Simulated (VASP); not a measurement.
A run of VASP 6.6.1 is set up as follows.

File INCAR:

```
PREC = Accurate
ENCUT = 520
EDIFF = 1E-6
ISMEAR = -1
SIGMA = 0.05
LREAL = F
LASPH = T
NELM = 100
ALGO = Normal
ISIF = 2
LWAVE = F
LCHARG = F
GGA = B5
ALDAX = 1.0
AGGAX = 1.0
AGGAC = 1.0
ALDAC = 0.0
IVDW = 12
VDW_S6 = 1.0
VDW_S8 = 2.6996
VDW_A1 = 0.4298
VDW_A2 = 4.2359
NBANDS = 11
```

KPOINTS

```
regular mesh
0
Gamma
  12 12 12
```

POSCAR

```
Pt
1.0
   -1.5713192223      1.5713192223      1.5713192223
    1.5713192223     -1.5713192223      1.5713192223
    1.5713192223      1.5713192223     -1.5713192223
Pt
1
Direct
    0.0000000000      0.0000000000      0.0000000000
```

Potentials or basis: VASP PAW PBE potentials, release 64 (Pt).

The run is started by

```sh
$ cat potpaw_PBE.64/Pt/POTCAR > POTCAR
$ mpirun -np 1 vasp_std > vasp.out
```

Question: Estimate the dispersion energy per atom.

Answer: -1.758 eV.

Question: Predict the pressure.

Answer: 1.4 GPa.

Question: What does it give for the band gap on the k mesh?

Answer: Zero (band 5 reaches 12.16 eV, above the bottom of band 6 at 9.91 eV).

Caveat: the PAW data sets were made with another functional, which shifts forces and pressure a little; spin-orbit coupling is left out, which moves the levels of the heavy elements; pairwise dispersion overbinds metals, which lowers pressure and volume.
